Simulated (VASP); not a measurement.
A run of VASP 6.6.1:

INCAR

```
SYSTEM = Pb2O
PREC = Accurate ; ENCUT = 520
EDIFF = 1E-6 ; ISMEAR = -1
SIGMA = 0.15 ; LREAL = .False.
LASPH = .True. ; NELM = 60
ALGO = Normal ; ISIF = 2
LWAVE = .False. ; LCHARG = .False.
GGA = PE ; NBANDS = 43
```

KPOINTS

```
Automatic mesh
0
Gamma
  7 7 7
  0 0 0
```

POSCAR

```
Pb2O
1.0
    5.3800000000      0.0000000000      0.0000000000
    0.0000000000      5.3800000000      0.0000000000
    0.0000000000      0.0000000000      5.4338000000
Pb O
4 2
Direct
    0.2500000000      0.2500000000      0.2500000000
    0.7500000000      0.7500000000      0.2500000000
    0.2500000000      0.7500000000      0.7500000000
    0.7500000000      0.2500000000      0.7500000000
    0.0000000000      0.0000000000      0.0000000000
    0.5000000000      0.5000000000      0.5000000000
```

Potentials or basis: VASP PAW PBE potentials, release 64 (Pb_d, O).

The run is started by

```sh
$ cat potpaw_PBE.64/Pb_d/POTCAR potpaw_PBE.64/O/POTCAR > POTCAR
$ mpirun -np 1 vasp_std > vasp.out
```

Hardware: 1 thread of Intel(R) Xeon(R) Platinum 8559C (Emerald Rapids) (shared host).

Problem. How long does it take, and how much memory?

Solution. Wall time 2.7 min on 1 thread of Intel(R) Xeon(R) Platinum 8559C (Emerald Rapids), on a shared host, peak memory 0.36 GiB. Counts: scf iterations 21, k points 40.
